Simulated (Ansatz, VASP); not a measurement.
InGaTe3: VASP beside Ansatz

```xyz
5
Lattice="5.4703 0.0000 0.0000 0.0000 5.4703 0.0000 0.0000 0.0000 5.4703" Properties=species:S:1:pos:R:3 pbc="T T T"
In    2.7351    2.7351    2.7351
Ga    0.0000    0.0000    0.0000
Te    2.7351    0.0000    0.0000
Te    0.0000    2.7351    0.0000
Te    0.0000    0.0000    2.7351
```

Alike in both runs: functional PBE; k mesh 8 × 8 × 8; occupations gaussian, width 0.1 eV; no spin polarisation.

Ansatz relaxed the structure, and its values are those at the end. VASP's run is a single point on that final structure, the one shown.

|  | VASP | Ansatz |
| --- | --- | --- |
| version | VASP 6.6.1 | Ansatz 0.2.0 |
| potentials or method | VASP PAW PBE potentials, release 64 (In_d, Ga_d, Te), cutoff 520 eV | scalar-relativistic, plane waves, PAW |
| valence electrons in the cell | 44 | 74 |

|  | VASP | Ansatz | Ansatz less VASP |
| --- | --- | --- | --- |
| gap on the k mesh at the Fermi level (eV) | none | none | - |
| pressure (GPa) | 0.0 | 0.0 | 0.00 |

A gap of «none» marks a metal or a gap that the smearing closes. The functional is the same, so the differences come from potentials, cutoffs and numerics. VASP's potentials hold 44 valence electrons a cell and Ansatz's 74, so a difference there can come from the potentials and not from the codes.

Neither program's run includes spin-orbit coupling.
